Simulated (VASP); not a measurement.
# Ce (Fm-3m) in VASP: notebook

Runs on Ce. Level: PBE. Tasks: single point.

All numbers are computed with VASP 6.6.1; they aren't measurements. Logs are shortened: lines on timing, memory, paths and dates and some standing lists are left out, and cuts for length are marked.

**1. The cell of the first run**

Symmetry: Fm-3m, No. 225, cubic system. The conventional cell has a = 4.755 Å, b = 4.755 Å, c = 4.755 Å, α = 90.00°, β = 90.00°, γ = 90.00°. Ce (site symmetry m-3m) has 12 Ce at 3.36 Å within 4.4 Å.

**2. Single point, PBE**

Input file INCAR:

```
PREC = Accurate
ENCUT = 500
EDIFF = 1E-6
ISMEAR = 1
SIGMA = 0.3
LREAL = F
LASPH = T
NELM = 200
ALGO = Normal
ISIF = 2
LWAVE = F
LCHARG = F
GGA = PE
NBANDS = 12
GGA_COMPAT = F
LMAXMIX = 6
```

Input file KPOINTS:

```
Automatic mesh
0
Gamma
  11 11 11
```

Input file POSCAR:

```
Ce
1.0
    0.0000000000      2.3774557595      2.3774557595
    2.3774557595      0.0000000000      2.3774557595
    2.3774557595      2.3774557595      0.0000000000
Ce
1
Direct
    0.0000000000      0.0000000000      0.0000000000
```

Potentials or basis: VASP PAW PBE potentials, release 64 (Ce).

Command:

```console
$ cat potpaw_PBE.64/Ce/POTCAR > POTCAR
$ mpirun -np 1 vasp_std > vasp.out
```

OUTCAR:

```text
PREC = Accurate
   ENCUT = 500
   EDIFF = 1E-6
   ISMEAR = 1
   LREAL = F
   LASPH = T
   NELM = 200
   ISIF = 2
   GGA = PE

 ion  position               nearest neighbor table
   1  0.000  0.000  0.000-

  LATTYP: Found a face centered cubic cell.
 ALAT       =     4.7549115190

  Lattice vectors:

 A1 = (   0.0000000000,   2.3774557595,   2.3774557595)
 A2 = (   2.3774557595,   0.0000000000,   2.3774557595)
 A3 = (   2.3774557595,   2.3774557595,   0.0000000000)

Analysis of symmetry for initial positions (statically):
=====================================================================
 Subroutine PRICEL returns:
 Original cell was already a primitive cell.

 Routine SETGRP: Setting up the symmetry group for a
 face centered cubic supercell.

 Subroutine GETGRP returns: Found 48 space group operations
 (whereof 48 operations were pure point group operations)
 out of a pool of 48 trial point group operations.

The static configuration has the point symmetry O_h .

Analysis of symmetry for dynamics (positions and initial velocities):
=====================================================================
 Subroutine PRICEL returns:
 Original cell was already a primitive cell.

 Routine SETGRP: Setting up the symmetry group for a
 face centered cubic supercell.

 Subroutine GETGRP returns: Found 48 space group operations
 (whereof 48 operations were pure point group operations)
 out of a pool of 48 trial point group operations.

The dynamic configuration has the point symmetry O_h .

 Subroutine INISYM returns: Found 48 space group operations
 (whereof 48 operations are pure point group operations),
 and found     1 'primitive' translations

----------------------------------------------------------------------------------------

                                     Primitive cell

  volume of cell :      26.8762

  direct lattice vectors                    reciprocal lattice vectors
     0.000000000  2.377455760  2.377455760    -0.210308856  0.210308856  0.210308856
     2.377455760  0.000000000  2.377455760     0.210308856 -0.210308856  0.210308856
     2.377455760  2.377455760  0.000000000     0.210308856  0.210308856 -0.210308856

  length of vectors
     3.362230179  3.362230179  3.362230179     0.364265623  0.364265623  0.364265623

  position of ions in fractional coordinates (direct lattice)
     0.000000000  0.000000000  0.000000000

  ion indices of the primitive-cell ions
   primitive index   ion index
                 1           1

----------------------------------------------------------------------------------------

 KPOINTS: Automatic mesh

Automatic generation of k-mesh.
 Grid dimensions read from file:
 generate k-points for:   11   11   11

 Generating k-lattice:

  Cartesian coordinates                     Fractional coordinates (reciprocal lattice)
    -0.019118987  0.019118987  0.019118987     0.090909091  0.000000000  0.000000000
     0.019118987 -0.019118987  0.019118987     0.000000000  0.090909091  0.000000000
     0.019118987  0.019118987 -0.019118987     0.000000000  0.000000000  0.090909091

  Length of vectors
     0.033115057  0.033115057  0.033115057

  Shift w.r.t. Gamma in fractional coordinates (k-lattice)
     0.000000000  0.000000000  0.000000000

 Subroutine IBZKPT returns following result:
 ===========================================

 Found     56 irreducible k-points:

 Following reciprocal coordinates:
            Coordinates               Weight
  0.000000  0.000000  0.000000      1.000000
  0.090909  0.000000  0.000000      8.000000
  0.181818  0.000000  0.000000      8.000000
  0.272727  0.000000  0.000000      8.000000
  0.363636  0.000000  0.000000      8.000000
  0.454545  0.000000  0.000000      8.000000
[... 16 lines left out ...]
 -0.272727  0.181818  0.000000     24.000000
 -0.181818  0.181818  0.000000     12.000000
 [... further k-points ...]
   k-points           NKPTS =     56   k-points in BZ     NKDIM =     56   number of bands    NBANDS=     12
   number of dos      NEDOS =    301   number of ions     NIONS =      1
   total plane-waves  NPLWV =  21952
   dimension x,y,z NGX =    28 NGY =   28 NGZ =   28
   dimension x,y,z NGXF=    56 NGYF=   56 NGZF=   56
   ions per type =               1
   NGX,Y,Z   is equivalent  to a cutoff of  13.84, 13.84, 13.84 a.u.
   NGXF,Y,Z  is equivalent  to a cutoff of  27.69, 27.69, 27.69 a.u.
 SYSTEM =  unknown system
   PREC   = accura    normal or accurate (medium, high low for compatibility)
   ISTART =      0    job   : 0-new  1-cont  2-samecut
   ICHARG =      2    charge: 1-file 2-atom 10-const
   ISPIN  =      1    spin polarized calculation?
   LNONCOLLINEAR =      F non collinear calculations
   LSORBIT =      F    spin-orbit coupling
   LASPH  =      T    aspherical Exc in radial PAW
   ENCUT  =  500.0 eV  36.75 Ry    6.06 a.u.   6.13  6.13  6.13*2*pi/ulx,y,z
   NELM   =    200;   NELMIN=  2; NELMDL= -5     # of ELM steps
   EDIFF  = 0.1E-05   stopping-criterion for ELM
   LREAL  =      F    real-space projection
   EDIFFG = 0.1E-04   stopping-criterion for IOM
   NSW    =      0    number of steps for IOM
   IBRION =     -1    ionic relax: 0-MD 1-quasi-New 2-CG
   NFREE  =      0    steps in history (QN), initial steepest desc. (CG)
   ISIF   =      2    stress and relaxation
   ISYM   =      2    0-nonsym 1-usesym 2-fastsym
   POTIM  = 0.5000    time-step for ionic-motion
   TEBEG  =    0.0;   TEEND  =   0.0 temperature during run
   PSTRESS=    0.0 pullay stress
   NELECT =      12.0000    total number of electrons
   NUPDOWN=      -1.0000    fix difference up-down
   EMIN   =  10.00;   EMAX   =-10.00  energy-range for DOS
   EFERMI =   0.00;   METHOD = LEGACY
   ISMEAR =     1;   SIGMA  =   0.30  broadening in eV -4-tet -1-fermi 0-gaus
   EFERMI_NEDOS =   21; number of points for ismear=-14 and -15
   IALGO  =     38    algorithm
   IMIX   =      4    mixing-type and parameters
     AMIX     =   0.40;   BMIX     =  1.00
     AMIX_MAG =   1.60;   BMIX_MAG =  1.00
  volume/ion in A,a.u.               =      26.88       181.37
  Fermi-wavevector in a.u.,A,eV,Ry     =   1.251256  2.364531 21.301843  1.565641
  Thomas-Fermi vector in A             =   2.385212
   LORBIT       =      0    0 simple, 1 ext, 2 COOP (PROOUT), +10 PAW based schemes
   GGA     = PE    functional components
   LHFCALC =     F    Hartree Fock is set to
   AEXX    =    0.0000 exact exchange contribution
   IVDW    =     0    specifies the selected vdW correction
   LEPSILON=     F    determine dielectric tensor
   LRPA    =     F    only Hartree local field effects (RPA)
 non-spin polarized calculation
 Methfessel and Paxton  Order N= 1 SIGMA  =   0.30
  energy-cutoff  :      500.00
  volume of cell :       26.88
 maximum number of plane-waves:       701
 NGX is ok and might be reduce to    28
   NGX = 13   NGY = 13   NGZ = 13

 number of electron      12.0000000 magnetization

 Free energy of the ion-electron system (eV)
  ---------------------------------------------------
  ext. energy  EPLUGINS =         0.00000000
  ---------------------------------------------------
  free energy    TOTEN  =        -5.91796377 eV

  energy without entropy =       -5.97350666  energy(sigma->0) =       -5.93647807

 E-fermi :   9.2336     XC(G=0): -11.2164

 val. band max:        9.1846115174   @ k =   0.3636   0.0000   0.0000
 cond. band min:       9.2647969168   @ k =  -0.2727   0.2727   0.0000
 fundamental gap:      0.0801853993
 Fermi energy:         9.2336227532

 k-point     1 :       0.0000    0.0000    0.0000
  band No.  band energies     occupation
      1     -25.5275      2.00000
      2      -6.7573      2.00000
      3      -6.7573      2.00000
      4      -6.7573      2.00000
      5       6.3234      2.00000
      6       9.0047      1.95993
      7       9.5749     -0.06829
      8       9.5749     -0.06829
      9       9.5749     -0.06829
     10      10.3126     -0.00000
     11      10.3126     -0.00000
     12      10.3126     -0.00000

 k-point     2 :       0.0909    0.0000    0.0000
  band No.  band energies     occupation
      1     -25.4900      2.00000
      2      -7.0180      2.00000
      3      -6.7861      2.00000
      4      -6.7861      2.00000
      5       6.6789      2.00000
      6       8.9181      2.05937
      7       9.5441     -0.05676
      8       9.5889     -0.07038
      9       9.5889     -0.07038
     10      10.1398     -0.00017
     11      10.1398     -0.00017
     12      10.3143     -0.00000

 k-point     3 :       0.1818    0.0000    0.0000
  band No.  band energies     occupation
      1     -25.3885      2.00000
      2      -7.6682      2.00000
      3      -6.8623      2.00000
      4      -6.8623      2.00000
      5       7.3922      2.00000
      6       8.8896      2.06883
      7       9.4588      0.04740
      8       9.6311     -0.06823
      9       9.6311     -0.06823
     10       9.9389     -0.00439
     11       9.9389     -0.00439
     12      10.3191     -0.00000

 k-point     4 :       0.2727    0.0000    0.0000
  band No.  band energies     occupation
      1     -25.2514      2.00000
      2      -8.4383      2.00000
      3      -6.9596      2.00000
      4      -6.9596      2.00000
      5       7.5503      2.00000
      6       9.2752      0.76773
      7       9.4665      0.03249
      8       9.6857     -0.05469
      9       9.6857     -0.05469
     10       9.8444     -0.01421
     11       9.8444     -0.01421
     12      10.3253     -0.00000

 k-point     5 :       0.3636    0.0000    0.0000
  band No.  band energies     occupation
      1     -25.1200      2.00000
      2      -9.0871      2.00000
      3      -7.0466      2.00000
      4      -7.0466      2.00000
      5       7.3570      2.00000
      6       9.1846      1.27246
      7       9.6810     -0.05608
      8       9.6810     -0.05608
      9       9.8059     -0.02131
     10       9.9219     -0.00553
     11       9.9219     -0.00553
     12      10.3310     -0.00000

 k-point     6 :       0.4545    0.0000    0.0000
  band No.  band energies     occupation
      1     -25.0397      2.00000
      2      -9.4526      2.00000
      3      -7.0973      2.00000
      4      -7.0973      2.00000
      5       7.2163      2.00000
      6       9.1084      1.64278
      7       9.6612     -0.06162
      8       9.6612     -0.06162
      9       9.9053     -0.00686
     10      10.0881     -0.00043
     11      10.0881     -0.00043
     12      10.3344     -0.00000

 k-point     7 :       0.0909    0.0909    0.0000
  band No.  band energies     occupation
      1     -25.4777      2.00000
      2      -7.0094      2.00000
      3      -6.8431      2.00000
      4      -6.8431      2.00000
      5       6.8037      2.00000
      6       8.8661      2.07092
      7       9.5037     -0.02286
      8       9.6073     -0.07079
      9       9.6073     -0.07079
     10      10.1345     -0.00018
     11      10.1345     -0.00018
     12      10.2466     -0.00002

 k-point     8 :       0.1818    0.0909    0.0000
  band No.  band energies     occupation
      1     -25.3978      2.00000
      2      -7.4948      2.00000
      3      -6.9419      2.00000
      4      -6.8981      2.00000
      5       7.4573      2.00000
      6       8.7208      2.03627
      7       9.4121      0.16453
      8       9.6462     -0.06527
      9       9.6510     -0.06417
     10       9.9802     -0.00244
     11       9.9864     -0.00222
     12      10.2292     -0.00003
[... 166 lines left out ...]
 k-point    20 :       0.4545    0.1818    0.0000
  band No.  band energies     occupation
      1     -25.0139      2.00000
      2      -9.0878      2.00000
      3      -7.5513      2.00000
      4      -7.3129      2.00000
      5       7.8503      2.00000
      6       8.8753      2.07062
      7       9.4087      0.17496
      8       9.7135     -0.04616
      9       9.9011     -0.00724
     10       9.9037     -0.00700
     11      10.0201     -0.00132
     12      10.0812     -0.00048

 k-point    21 :      -0.4545    0.1818    0.0000
  band No.  band energies     occupation
      1     -24.9681      2.00000
      2      -9.2537      2.00000
      3      -7.7105      2.00000
      4      -7.2721      2.00000
      5       7.9511      2.00000
      6       8.7993      2.05981
      7       9.5708     -0.06734
      8       9.6774     -0.05714
      9       9.8905     -0.00827
     10       9.9215     -0.00556
     11      10.1097     -0.00029
     12      10.1485     -0.00014

 k-point    22 :      -0.3636    0.1818    0.0000
  band No.  band energies     occupation
      1     -24.9947      2.00000
      2      -9.1365      2.00000
      3      -7.7740      2.00000
      4      -7.1728      2.00000
      5       8.1978      2.00001
      6       8.7661      2.04999
      7       9.5965     -0.07084
      8       9.6671     -0.06003
      9       9.8655     -0.01117
     10       9.9474     -0.00390
     11      10.1176     -0.00025
     12      10.1591     -0.00012

 k-point    23 :      -0.2727    0.1818    0.0000
  band No.  band energies     occupation
      1     -25.0843      2.00000
      2      -8.7905      2.00000
      3      -7.6959      2.00000
      4      -7.0436      2.00000
      5       8.4885      2.00249
      6       8.8637      2.07089
      7       9.4129      0.16211
      8       9.6875     -0.05415
      9       9.7759     -0.02828
     10       9.9493     -0.00380
     11      10.0614     -0.00067
     12      10.1940     -0.00006

 k-point    24 :      -0.1818    0.1818    0.0000
  band No.  band energies     occupation
      1     -25.2050      2.00000
      2      -8.3555      2.00000
      3      -7.4482      2.00000
      4      -6.9245      2.00000
      5       8.6650      2.02209
      6       8.7369      2.04103
      7       9.1471      1.46620
      8       9.6878     -0.05405
      9       9.7569     -0.03332
     10       9.8269     -0.01718
     11      10.0016     -0.00176
     12      10.2198     -0.00003

 [... further k-points ...]
[... 5 lines left out ...]
  --------------------------------------------------------------------------------------
  -------------------------------------------------------------------------------------
  Total       -0.1957835     -0.1957835     -0.1957835      0.0000000      0.0000000      0.0000000
  in kB      -11.6713032    -11.6713032    -11.6713032      0.0000000      0.0000000      0.0000000
  external PRESSURE =     -11.6713032 kB  Pullay stress =       0.0000000 kB

 VOLUME and BASIS-vectors are now :
 -----------------------------------------------------------------------------
  energy-cutoff  :      500.00
  volume of cell :       26.88
      direct lattice vectors                 reciprocal lattice vectors
     0.000000000  2.377455760  2.377455760    -0.210308856  0.210308856  0.210308856
     2.377455760  0.000000000  2.377455760     0.210308856 -0.210308856  0.210308856
     2.377455760  2.377455760  0.000000000     0.210308856  0.210308856 -0.210308856

 POSITION                                       TOTAL-FORCE (eV/Angst)
 -----------------------------------------------------------------------------------
      0.00000      0.00000      0.00000         0.000000      0.000000      0.000000
 -----------------------------------------------------------------------------------
    total drift:                                0.000000     -0.000000      0.000000

  FREE ENERGIE OF THE ION-ELECTRON SYSTEM (eV)
  ---------------------------------------------------
  free  energy   TOTEN  =        -5.9179637744 eV

  energy  without entropy=       -5.9735066618  energy(sigma->0) =       -5.93647807
```

It took 31 s on 1 thread of Intel Xeon Platinum 8375C at 2.90GHz (Ice Lake), shared host; peak memory 0.17 GiB.

What came out:

* Free energy: -5.9180 eV
* Pressure: -1.2 GPa
* Band gap on the k mesh: zero (band 6 reaches 9.41 eV, above the bottom of band 7 at 9.09 eV)

Levels at points of the mesh, in eV from the Fermi level:
```
           k point  band 2  band 3  band 4  band 5  band 6  band 7  band 8  band 9  band 10  band 11
(0.00, 0.00, 0.00)  -15.99  -15.99  -15.99   -2.91   -0.23    0.34    0.34    0.34     1.08     1.08
```

Caveat: spin-orbit coupling is left out, which moves the levels of the heavy elements. Spin polarisation is off, so any magnetic state and its effect on volume and gap are missing.

(Continued in part 2 of 2.)
